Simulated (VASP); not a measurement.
# InReSb2Te (P-4m2) in VASP: further runs

The runs below take InReSb2Te through single point, relaxation of cell and atoms, with PBE.

Everything below comes from runs of VASP 6.6.1. Logs are shortened: lines on timing, memory, paths and dates and some standing lists are left out, and cuts for length are marked.

## Step 1: The cell of the first run

It takes space group P-4m2 (No. 115, tetragonal). The conventional cell has a = 5.115 Å, b = 5.115 Å, c = 5.425 Å, α = 90.00°, β = 90.00°, γ = 90.00°. Within 3.6 Å of In (site symmetry -4m2) lie 2 Re at 2.71 Å and 4 Sb at 3.45 Å. Re (site symmetry -4m2) has 4 Sb at 2.59 Å and 2 In at 2.71 Å within 3.4 Å. Within 3.4 Å of Sb (site symmetry 2mm) lie 2 Re at 2.59 Å. Te (site symmetry -4m2) has 8 Sb at 3.45 to 4.02 Å and 4 In at 3.62 Å within 4.5 Å.

## Step 2: Single point, PBE

Input file INCAR:

```
ALGO = Normal ; EDIFF = 1E-6
ENCUT = 520 ; GGA = PE
ISIF = 2 ; ISMEAR = 0
LASPH = T ; LCHARG = F
LREAL = F ; LWAVE = F
NBANDS = 26 ; NELM = 60
PREC = Accurate ; SIGMA = 0.2
```

Input file KPOINTS:

```
k-points
0
Gamma
  4 4 3
```

Input file POSCAR:

```
InReSb2Te
1.0
    5.1148938845      0.0000000000      0.0000000000
    0.0000000000      5.1148938845      0.0000000000
    0.0000000000      0.0000000000      5.4247873540
In Re Sb Te
1 1 2 1
Direct
    0.5000000000      0.5000000000      0.5000000000
    0.5000000000      0.5000000000      0.0000000000
    0.0000000000      0.5000000000      0.0723768714
    0.5000000000      0.0000000000      0.9276231286
    0.0000000000      0.0000000000      0.5000000000
```

Potentials or basis: VASP PAW PBE potentials, release 64 (In_d, Re, Sb, Te).

The run is started by

```console
$ cat potpaw_PBE.64/In_d/POTCAR potpaw_PBE.64/Re/POTCAR potpaw_PBE.64/Sb/POTCAR potpaw_PBE.64/Te/POTCAR > POTCAR
$ mpirun -np 1 vasp_std > vasp.out
```

OUTCAR:

```text
EDIFF = 1E-6
   ENCUT = 520
   GGA = PE
   ISIF = 2
   ISMEAR = 0
   LASPH = T
   LREAL = F
   NELM = 60
   PREC = Accurate

 ion  position               nearest neighbor table
   1  0.500  0.500  0.500-   2 2.71   2 2.71   4 3.45   3 3.45   4 3.45   3 3.45   5 3.62   5 3.62
                             5 3.62   5 3.62
   2  0.500  0.500  0.000-   3 2.59   4 2.59   4 2.59   3 2.59   1 2.71   1 2.71
   3  0.000  0.500  0.072-   2 2.59   2 2.59   5 3.45   5 3.45   1 3.45   1 3.45   4 3.70   4 3.70
                             4 3.70   4 3.70
   4  0.500  0.000  0.928-   2 2.59   2 2.59   5 3.45   1 3.45   1 3.45   5 3.45   3 3.70   3 3.70
                             3 3.70   3 3.70
   5  0.000  0.000  0.500-   3 3.45   4 3.45   3 3.45   4 3.45   1 3.62   1 3.62   1 3.62   1 3.62

  LATTYP: Found a simple tetragonal cell.
 ALAT       =     5.1148938845
 C/A-ratio  =     1.0605864905

  Lattice vectors:

 A1 = (   5.1148938845,   0.0000000000,   0.0000000000)
 A2 = (   0.0000000000,   5.1148938845,   0.0000000000)
 A3 = (   0.0000000000,   0.0000000000,   5.4247873540)

Analysis of symmetry for initial positions (statically):
=====================================================================
 Subroutine PRICEL returns:
 Original cell was already a primitive cell.

 Routine SETGRP: Setting up the symmetry group for a
 simple tetragonal supercell.

 Subroutine GETGRP returns: Found  8 space group operations
 (whereof  8 operations were pure point group operations)
 out of a pool of 16 trial point group operations.

The static configuration has the point symmetry D_2d.

Analysis of symmetry for dynamics (positions and initial velocities):
=====================================================================
 Subroutine PRICEL returns:
 Original cell was already a primitive cell.

 Routine SETGRP: Setting up the symmetry group for a
 simple tetragonal supercell.

 Subroutine GETGRP returns: Found  8 space group operations
 (whereof  8 operations were pure point group operations)
 out of a pool of 16 trial point group operations.

The dynamic configuration has the point symmetry D_2d.

 Subroutine INISYM returns: Found  8 space group operations
 (whereof  8 operations are pure point group operations),
 and found     1 'primitive' translations

----------------------------------------------------------------------------------------

                                     Primitive cell

  volume of cell :     141.9240

  direct lattice vectors                    reciprocal lattice vectors
     5.114893884  0.000000000  0.000000000     0.195507477  0.000000000  0.000000000
     0.000000000  5.114893884  0.000000000     0.000000000  0.195507477  0.000000000
     0.000000000  0.000000000  5.424787354     0.000000000  0.000000000  0.184339023

  length of vectors
     5.114893884  5.114893884  5.424787354     0.195507477  0.195507477  0.184339023

  position of ions in fractional coordinates (direct lattice)
     0.500000000  0.500000000  0.500000000
     0.500000000  0.500000000  0.000000000
     0.000000000  0.500000000  0.072376871
     0.500000000  0.000000000  0.927623129
     0.000000000  0.000000000  0.500000000

  ion indices of the primitive-cell ions
   primitive index   ion index
                 1           1
                 2           2
                 3           3
                 4           4
                 5           5

----------------------------------------------------------------------------------------

 KPOINTS: k-points

Automatic generation of k-mesh.
 Grid dimensions read from file:
 generate k-points for:    4    4    3

 Generating k-lattice:

  Cartesian coordinates                     Fractional coordinates (reciprocal lattice)
     0.048876869  0.000000000  0.000000000     0.250000000  0.000000000  0.000000000
     0.000000000  0.048876869  0.000000000     0.000000000  0.250000000  0.000000000
     0.000000000  0.000000000  0.061446341     0.000000000  0.000000000  0.333333333

  Length of vectors
     0.048876869  0.048876869  0.061446341

  Shift w.r.t. Gamma in fractional coordinates (k-lattice)
     0.000000000  0.000000000  0.000000000

 Subroutine IBZKPT returns following result:
 ===========================================

 Found     12 irreducible k-points:

 Following reciprocal coordinates:
            Coordinates               Weight
  0.000000  0.000000  0.000000      1.000000
  0.250000  0.000000  0.000000      4.000000
  0.500000  0.000000  0.000000      2.000000
  0.250000  0.250000  0.000000      4.000000
  0.500000  0.250000  0.000000      4.000000
  0.500000  0.500000  0.000000      1.000000
  0.000000  0.000000  0.333333      2.000000
  0.250000  0.000000  0.333333      8.000000
  0.500000  0.000000  0.333333      4.000000
  0.250000  0.250000  0.333333      8.000000
  0.500000  0.250000  0.333333      8.000000
  0.500000  0.500000  0.333333      2.000000
   k-points           NKPTS =     12   k-points in BZ     NKDIM =     12   number of bands    NBANDS=     26
   number of dos      NEDOS =    301   number of ions     NIONS =      5
   total plane-waves  NPLWV =  64000
   dimension x,y,z NGX =    40 NGY =   40 NGZ =   40
   dimension x,y,z NGXF=    80 NGYF=   80 NGZF=   80
   ions per type =               1   1   2   1
   NGX,Y,Z   is equivalent  to a cutoff of  13.00, 13.00, 12.26 a.u.
   NGXF,Y,Z  is equivalent  to a cutoff of  26.00, 26.00, 24.52 a.u.
 SYSTEM =  unknown system
   PREC   = accura    normal or accurate (medium, high low for compatibility)
   ISTART =      0    job   : 0-new  1-cont  2-samecut
   ICHARG =      2    charge: 1-file 2-atom 10-const
   ISPIN  =      1    spin polarized calculation?
   LNONCOLLINEAR =      F non collinear calculations
   LSORBIT =      F    spin-orbit coupling
   LASPH  =      T    aspherical Exc in radial PAW
   ENCUT  =  520.0 eV  38.22 Ry    6.18 a.u.   9.51  9.51 10.09*2*pi/ulx,y,z
   NELM   =     60;   NELMIN=  2; NELMDL= -5     # of ELM steps
   EDIFF  = 0.1E-05   stopping-criterion for ELM
   LREAL  =      F    real-space projection
   EDIFFG = 0.1E-04   stopping-criterion for IOM
   NSW    =      0    number of steps for IOM
   IBRION =     -1    ionic relax: 0-MD 1-quasi-New 2-CG
   NFREE  =      0    steps in history (QN), initial steepest desc. (CG)
   ISIF   =      2    stress and relaxation
   ISYM   =      2    0-nonsym 1-usesym 2-fastsym
   POTIM  = 0.5000    time-step for ionic-motion
   TEBEG  =    0.0;   TEEND  =   0.0 temperature during run
   PSTRESS=    0.0 pullay stress
   NELECT =      36.0000    total number of electrons
   NUPDOWN=      -1.0000    fix difference up-down
   EMIN   =  10.00;   EMAX   =-10.00  energy-range for DOS
   EFERMI =   0.00;   METHOD = LEGACY
   ISMEAR =     0;   SIGMA  =   0.20  broadening in eV -4-tet -1-fermi 0-gaus
   EFERMI_NEDOS =   21; number of points for ismear=-14 and -15
   IALGO  =     38    algorithm
   IMIX   =      4    mixing-type and parameters
     AMIX     =   0.40;   BMIX     =  1.00
     AMIX_MAG =   1.60;   BMIX_MAG =  1.00
  volume/ion in A,a.u.               =      28.38       191.55
  Fermi-wavevector in a.u.,A,eV,Ry     =   1.036312  1.958345 14.611863  1.073942
  Thomas-Fermi vector in A             =   2.170696
   LORBIT       =      0    0 simple, 1 ext, 2 COOP (PROOUT), +10 PAW based schemes
   GGA     = PE    functional components
   LHFCALC =     F    Hartree Fock is set to
   AEXX    =    0.0000 exact exchange contribution
   IVDW    =     0    specifies the selected vdW correction
   LEPSILON=     F    determine dielectric tensor
   LRPA    =     F    only Hartree local field effects (RPA)
 non-spin polarized calculation
 Gauss-broadening in eV      SIGMA  =   0.20
  energy-cutoff  :      520.00
  volume of cell :      141.92
 maximum number of plane-waves:      3857
 NGX is ok and might be reduce to    40
   NGX = 19   NGY = 19   NGZ = 21

 number of electron      35.9999990 magnetization

 Free energy of the ion-electron system (eV)
  ---------------------------------------------------
  ext. energy  EPLUGINS =         0.00000000
  ---------------------------------------------------
  free energy    TOTEN  =       -24.80154824 eV

  energy without entropy =      -24.76675587  energy(sigma->0) =      -24.78415206

 E-fermi :   6.0718     XC(G=0):  -9.8076

 val. band max:        6.0146566019   @ k =   0.2500   0.0000   0.0000
 cond. band min:       6.3167506241   @ k =   0.2500   0.0000   0.3333
 fundamental gap:      0.3020940222
 Fermi energy:         6.0718142728

 k-point     1 :       0.0000    0.0000    0.0000
  band No.  band energies     occupation
      1      -8.0405      2.00000
      2      -8.0217      2.00000
      3      -8.0047      2.00000
      4      -7.9181      2.00000
      5      -7.9181      2.00000
      6      -5.5184      2.00000
[... 18 lines left out ...]
     25       9.8083      0.00000
     26      11.0126      0.00000

 k-point     2 :       0.2500    0.0000    0.0000
  band No.  band energies     occupation
      1      -8.0387      2.00000
      2      -8.0184      2.00000
      3      -8.0069      2.00000
      4      -7.9218      2.00000
      5      -7.9180      2.00000
      6      -5.2184      2.00000
[... 18 lines left out ...]
     25      10.1543      0.00000
     26      10.5953      0.00000

 k-point     3 :       0.5000    0.0000    0.0000
  band No.  band energies     occupation
      1      -8.0370      2.00000
      2      -8.0150      2.00000
      3      -8.0090      2.00000
      4      -7.9255      2.00000
      5      -7.9179      2.00000
      6      -4.6486      2.00000
[... 224 lines left out ...]
 k-point    11 :       0.5000    0.2500    0.3333
  band No.  band energies     occupation
      1      -8.0147      2.00000
      2      -8.0104      2.00000
      3      -7.9614      2.00000
      4      -7.9190      2.00000
      5      -7.9140      2.00000
      6      -4.2427      2.00000
[... 18 lines left out ...]
     25      11.1480      0.00000
     26      12.8248      0.00000

 k-point    12 :       0.5000    0.5000    0.3333
  band No.  band energies     occupation
      1      -8.0207      2.00000
      2      -8.0069      2.00000
      3      -7.9603      2.00000
      4      -7.9185      2.00000
      5      -7.9185      2.00000
      6      -4.0352      2.00000
[... 18 lines left out ...]
     25      11.7954      0.00000
     26      13.2282      0.00000

------------------------ aborting loop because EDIFF is reached ----------------------------------------

  FORCE on cell =-STRESS in cart. coord.  units (eV):
  Direction    XX          YY          ZZ          XY          YZ          ZX
  --------------------------------------------------------------------------------------
  -------------------------------------------------------------------------------------
  Total       -0.3824077     -0.3824077     -0.6405332      0.0000000      0.0000000      0.0000000
  in kB       -4.3169923     -4.3169923     -7.2309653      0.0000000      0.0000000      0.0000000
  external PRESSURE =      -5.2883167 kB  Pullay stress =       0.0000000 kB

 VOLUME and BASIS-vectors are now :
 -----------------------------------------------------------------------------
  energy-cutoff  :      520.00
  volume of cell :      141.92
      direct lattice vectors                 reciprocal lattice vectors
     5.114893884  0.000000000  0.000000000     0.195507477  0.000000000  0.000000000
     0.000000000  5.114893884  0.000000000     0.000000000  0.195507477  0.000000000
     0.000000000  0.000000000  5.424787354     0.000000000  0.000000000  0.184339023

 POSITION                                       TOTAL-FORCE (eV/Angst)
 -----------------------------------------------------------------------------------
      2.55745      2.55745      2.71239        -0.000000      0.000000      0.000000
      2.55745      2.55745      0.00000         0.000000     -0.000000      0.000000
      0.00000      2.55745      0.39263         0.000000     -0.000000      0.002413
      2.55745      0.00000      5.03216         0.000000     -0.000000     -0.002413
      0.00000      0.00000      2.71239         0.000000     -0.000000      0.000000
 -----------------------------------------------------------------------------------
    total drift:                               -0.000000      0.000000     -0.000000

  FREE ENERGIE OF THE ION-ELECTRON SYSTEM (eV)
  ---------------------------------------------------
  free  energy   TOTEN  =       -24.8015482404 eV

  energy  without entropy=      -24.7667558705  energy(sigma->0) =      -24.78415206
```

Run time: 28 s. Hardware: 1 thread of Intel Xeon 6975P-C (Granite Rapids), shared host; peak memory 0.27 GiB.

Results:

```yaml
Free_energy: -24.8015 eV
Pressure: -0.5 GPa
Band_gap_on_the_k_mesh: zero (band 18 reaches 6.44 eV, above the bottom of band 19 at 5.76 eV)
```

Forces in eV/Å, atoms in the order of the input:
```
In   0.000  0.000  0.000
Re   0.000  0.000  0.000
Sb   0.000  0.000  0.002
Sb   0.000  0.000 -0.002
Te   0.000  0.000  0.000
```

Caveat: the k points lie up to 0.39 Å⁻¹ apart; spin-orbit coupling is left out, which moves the levels of the heavy elements.

## Step 3: Relaxation of cell and atoms, PBE

This run uses another cell than the first one, of 27.40 Å³/atom, 0.965 times its volume.

Input file INCAR:

```
PREC = Accurate
ENCUT = 600
EDIFF = 1E-6
ISMEAR = 0
SIGMA = 0.2
LREAL = F
LASPH = T
NELM = 100
ALGO = Normal
ISIF = 3
LWAVE = F
LCHARG = F
GGA = PE
IBRION = 2
NSW = 36
EDIFFG = -0.08
```

Input file KPOINTS:

```
Automatic mesh
0
Gamma
  4 4 3
```

Input file POSCAR:

```
InReSb2Te
1.0
    4.8656302300      0.0000000000      0.0000000000
    0.0000000000      4.8656302300      0.0000000000
    0.0000000000      0.0000000000      5.7872576600
In Re Sb Te
1 1 2 1
Direct
    0.5000000000      0.5000000000      0.5000000000
    0.5000000000      0.5000000000      0.0000000000
    0.0000000000      0.5000000000      0.4196459300
    0.5000000000      0.0000000000      0.5803540700
    0.0000000000      0.0000000000      0.5000000000
```

Potentials or basis: VASP PAW PBE potentials, release 64 (In_d, Re, Sb, Te).

The run is started by

```console
$ cat potpaw_PBE.64/In_d/POTCAR potpaw_PBE.64/Re/POTCAR potpaw_PBE.64/Sb/POTCAR potpaw_PBE.64/Te/POTCAR > POTCAR
$ mpirun -np 1 vasp_std > vasp.out
```

OUTCAR:

```text
PREC = Accurate
   ENCUT = 600
   EDIFF = 1E-6
   ISMEAR = 0
   LREAL = F
   LASPH = T
   NELM = 100
   ISIF = 3
   GGA = PE
   IBRION = 2
   NSW = 36
   EDIFFG = -0.08

 ion  position               nearest neighbor table
   1  0.500  0.500  0.500-   3 2.48   4 2.48   4 2.48   3 2.48   2 2.89   2 2.89   5 3.44   5 3.44
                             5 3.44   5 3.44
   2  0.500  0.500  0.000-   1 2.89   1 2.89   4 3.44   3 3.44   4 3.44   3 3.44
   3  0.000  0.500  0.420-   1 2.48   5 2.48   5 2.48   1 2.48   2 3.44   2 3.44   4 3.56   4 3.56
                             4 3.56   4 3.56
   4  0.500  0.000  0.580-   1 2.48   5 2.48   1 2.48   5 2.48   2 3.44   2 3.44   3 3.56   3 3.56
                             3 3.56   3 3.56
   5  0.000  0.000  0.500-   3 2.48   4 2.48   3 2.48   4 2.48   1 3.44   1 3.44   1 3.44   1 3.44

[... 187 lines left out ...]
  Total       47.1751798     47.1751798     -5.1158674      0.0000000      0.0000000      0.0000000
  in kB      551.6620719    551.6620719    -59.8244673      0.0000000      0.0000000      0.0000000
  external PRESSURE =     347.8332255 kB  Pullay stress =       0.0000000 kB
[... 1022 lines left out ...]
     21       9.5944      0.00000
     22      10.2946      0.00000

[... ionic steps 4 to 24 ...]

--------------------------------------- Ionic step       25  -------------------------------------------

 number of electron      35.9999993 magnetization

------------------------ aborting loop because EDIFF is reached ----------------------------------------
[... 73 lines left out ...]
--------------------------------------- Ionic step       27  -------------------------------------------

 number of electron      35.9999994 magnetization

 Free energy of the ion-electron system (eV)
  ---------------------------------------------------
  ext. energy  EPLUGINS =         0.00000000
  ---------------------------------------------------
  free energy    TOTEN  =       -24.80082229 eV

  energy without entropy =      -24.76644094  energy(sigma->0) =      -24.78363161

 E-fermi :   6.1798     XC(G=0):  -9.8428

 val. band max:        6.1476882190   @ k =   0.0000   0.0000   0.0000
 cond. band min:       6.4137876720   @ k =   0.2500   0.0000   0.3333
 fundamental gap:      0.2660994530
 Fermi energy:         6.1798114278
[... 330 lines left out ...]
  FREE ENERGIE OF THE ION-ELECTRON SYSTEM (eV)
  ---------------------------------------------------
  free  energy   TOTEN  =       -24.8008222882 eV

  energy  without entropy=      -24.7664409383  energy(sigma->0) =      -24.78363161

 reached required accuracy - stopping structural energy minimisation
```

It took 10 min on 1 thread of Intel Xeon 6975P-C (Granite Rapids), shared host; peak memory 0.32 GiB.

Results:

* Free energy: -24.8008 eV
* Relaxed volume: 28.15 Å³/atom
* Relaxed cell: a = 5.098 Å, b = 5.098 Å, c = 5.415 Å, α = 90.00°, β = 90.00°, γ = 90.00°
* Space group after relaxing (to 0.05 Å): P-4m2 (No. 115)
* Energy gained by relaxing: 2810.7 meV/atom
* Ionic steps: 27
* Pressure after relaxing: 0.0 GPa
* Largest force after relaxing: 0.068 eV/Å
* Band gap on the k mesh: zero (band 18 reaches 6.51 eV, above the bottom of band 19 at 5.86 eV)

Forces in eV/Å, atoms in the order of the input:
```
In   0.000  0.000  0.000
Re   0.000  0.000  0.000
Sb   0.000  0.000 -0.068
Sb   0.000  0.000  0.068
Te   0.000  0.000  0.000
```

Step by step:
| step | energy change (eV) | largest force (eV/Å) | pressure (GPa) | volume (Å³) |
| --- | --- | --- | --- | --- |
| 1 | 0.0000 | 5.3569 | 34.78 | 137.01 |
| 2 | -5.0154 | 0.2864 | -6.39 | 275.80 |
| 3 | -7.8357 | 1.2801 | -3.48 | 198.62 |
| 4 | -7.8374 | 1.3149 | -3.26 | 197.30 |
| 5 | -7.8359 | 1.3495 | -3.03 | 196.00 |
| 6 | -8.4836 | 1.4556 | -1.16 | 179.95 |
| 7 | -8.5369 | 1.4656 | 0.04 | 174.69 |
| 8 | -8.8217 | 1.6577 | 0.47 | 170.58 |
| 9 | -9.8179 | 2.0780 | 1.51 | 158.57 |
| 10 | -12.0033 | 2.0957 | 5.39 | 136.04 |
| 11 | -6.7388 | 0.1991 | 70.94 | 96.71 |
| 12 | -12.5726 | 1.7822 | 10.34 | 126.92 |
| 13 | -12.4744 | 0.6749 | 21.22 | 116.50 |
| 14 | -12.6973 | 1.2227 | 14.60 | 121.88 |
| 15 | -12.7686 | 1.1099 | 14.57 | 121.82 |
| 16 | -12.9468 | 0.8596 | 14.61 | 121.62 |
| 17 | -13.1629 | 0.3726 | 15.27 | 121.20 |
| 18 | -12.9498 | 0.4745 | 18.38 | 120.24 |
| 19 | -13.1890 | 0.0021 | 16.07 | 120.92 |
| 20 | -13.4110 | 0.0167 | 13.34 | 123.34 |
| 21 | -13.8639 | 0.0616 | 6.43 | 130.78 |
| 22 | -14.0014 | 0.1151 | -2.78 | 146.55 |
| 23 | -14.0514 | 0.1027 | -0.42 | 141.42 |
| 24 | -14.0520 | 0.1005 | -0.07 | 140.75 |
| 25 | -14.0523 | 0.0973 | -0.06 | 140.75 |
| 26 | -14.0529 | 0.0876 | -0.05 | 140.75 |
| 27 | -14.0536 | 0.0680 | -0.01 | 140.74 |

Final structure:
```cif
data_structure
_symmetry_space_group_name_H-M 'P 1'
_symmetry_Int_Tables_number 1
_cell_length_a 5.0984
_cell_length_b 5.0984
_cell_length_c 5.4145
_cell_angle_alpha 90.000
_cell_angle_beta 90.000
_cell_angle_gamma 90.000
_cell_volume 140.74
loop_
_atom_site_label
_atom_site_type_symbol
_atom_site_fract_x
_atom_site_fract_y
_atom_site_fract_z
_atom_site_occupancy
In1 In 0.50000 0.50000 0.50000 1
Re1 Re 0.50000 0.50000 0.00000 1
Sb1 Sb 0.00000 0.50000 0.07902 1
Sb2 Sb 0.50000 0.00000 0.92098 1
Te1 Te 0.00000 0.00000 0.50000 1
```

Levels at points of the mesh, in eV from the Fermi level:
```tsv
k point	band 15	band 16	band 17	band 18	band 19	band 20	band 21	band 22
(0.00, 0.00, 0.00)	-1.25	-0.25	-0.03	-0.03	0.39	1.37	1.43	1.43
(0.50, 0.00, 0.00)	-0.87	-0.69	-0.61	-0.46	-0.27	0.94	1.86	2.42
(0.50, 0.50, 0.00)	-1.99	-1.97	-1.97	0.33	1.27	1.82	1.82	2.78
```

Caveat: the k points lie up to 0.39 Å⁻¹ apart in the final cell; spin-orbit coupling is left out, which moves the levels of the heavy elements; the relaxation stopped at a loose force limit of 0.08 eV/Å, so its end isn't a converged minimum.
